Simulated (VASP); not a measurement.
A run of VASP 6.6.1 is set up as follows.

File INCAR:

```
PREC     = Accurate       # precision mode
ENCUT    = 520            # plane-wave cutoff, eV
EDIFF    = 1E-6           # SCF threshold, eV
ISMEAR   = -1             # smearing method
SIGMA    = 0.1            # smearing width, eV
LREAL    = F              # projectors in reciprocal space
LASPH    = T              # aspherical terms in the spheres
NELM     = 60             # most SCF steps
ALGO     = Normal         # electronic algorithm
ISIF     = 2              # what is computed and relaxed
LWAVE    = F              # write WAVECAR
LCHARG   = F              # write CHGCAR
GGA      = PE             # functional
NBANDS   = 28             # bands
```

File KPOINTS:

```
Automatic mesh
0
Gamma
  10 10 16
```

Contents of POSCAR:

```
Mo
1.0
    4.4738318922      0.0000000000      0.0000000000
   -2.2369159461      3.8744520709      0.0000000000
    0.0000000000      0.0000000000      2.4560523037
Mo
3
Direct
    0.0000000000      0.0000000000      1.0000000000
    0.3333333333      0.6666666667      0.5000000000
    0.6666666667      0.3333333333      0.5000000000
```

Potentials or basis: VASP PAW PBE potentials, release 64 (Mo_sv).

The run is started by

```console
$ cat potpaw_PBE.64/Mo_sv/POTCAR > POTCAR
$ mpirun -np 1 vasp_std > vasp.out
```

Question: What does it give for the pressure?

Answer: 40.5 GPa.

Question: Predict the band gap on the k mesh.

Answer: Zero (bands 21 and 22 overlap by 1.65 eV).

Stress tensor (GPa, compression positive):
```
38.70  0.00  0.00
 0.00 38.70  0.00
 0.00  0.00 44.18
```

Caveat: the cell stands under pressure.
